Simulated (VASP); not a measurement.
Wanted: the native input for a VASP 6.6.1 run.

- Task: single point
- Functional: r2SCAN
- Potentials or basis: VASP PAW PBE potentials, release 64 (Si)
- Cutoff: 520 eV
- k mesh: 12 × 12 × 4
- Occupations: gaussian, width 0.05 eV
- Spin: no spin polarisation
- Dipole correction: no
- Further INCAR settings: ALGO = Normal; EDIFF = 1e-06; NBANDS = 16

Crystal: Si.

```
Si
1.0
     3.83191    0.00000    0.00000
    -1.91595    3.31853    0.00000
     0.00000    0.00000    6.34182
Si
4
Direct
  0.33333 0.66667 0.04890
  0.66667 0.33333 0.56309
  0.33333 0.66667 0.43691
  0.66667 0.33333 0.93691
```

This cell differs from its parent crystal: atom 1 (Si) moved -0.090 Å along Cartesian [0 0 1].

These files were run (other wordings do the same):

POSCAR

```
Si
1.0
    3.8319083582      0.0000000000      0.0000000000
   -1.9159541791      3.3185299832      0.0000000000
    0.0000000000      0.0000000000      6.3418199288
Si
4
Direct
    0.3333333333      0.6666666667      0.0488993686
    0.6666666667      0.3333333333      0.5630908785
    0.3333333333      0.6666666667      0.4369091215
    0.6666666667      0.3333333333      0.9369091215
```

INCAR.step1

```
  PREC = Accurate
  ENCUT = 520
  ISMEAR = 0
  SIGMA = 0.05
  LREAL = False
  LASPH = True
  NELM = 80
  NBANDS = 16
  GGA = PE
  ALGO = Normal
  EDIFF = 1E-4
  LWAVE = True
  LCHARG = False
```

INCAR.step2

```
  PREC = Accurate
  ENCUT = 520
  EDIFF = 1E-6
  ISMEAR = 0
  SIGMA = 0.05
  LREAL = False
  LASPH = True
  NELM = 80
  ALGO = Normal
  ISIF = 2
  LWAVE = False
  LCHARG = False
  METAGGA = R2SCAN
  LMIXTAU = True
  NBANDS = 16
  ISTART = 1
```

KPOINTS

```
Automatic mesh
0
Gamma
  12 12 4
```

Potentials or basis: VASP PAW PBE potentials, release 64 (Si).

Command:

```sh
$ cat potpaw_PBE.64/Si/POTCAR > POTCAR
$ cp INCAR.step1 INCAR
$ mpirun -np 1 vasp_std > vasp.out
$ cp INCAR.step2 INCAR
$ mpirun -np 1 vasp_std > vasp.out
```

It gave:

* Pressure: 0.0 GPa
* Largest force: 1.200 eV/Å
* Band gap on the k mesh: 0.67 eV, indirect (least direct gap 1.41 eV)

Caveat: the cell differs from its parent crystal (atom 1 (Si) moved -0.090 Å along Cartesian [0 0 1]); the PAW data sets were made with another functional, which shifts forces and pressure a little.

Wall time 2.8 min on 1 thread of Intel Xeon 6975P-C, with other jobs on the host, peak memory 0.22 GiB.
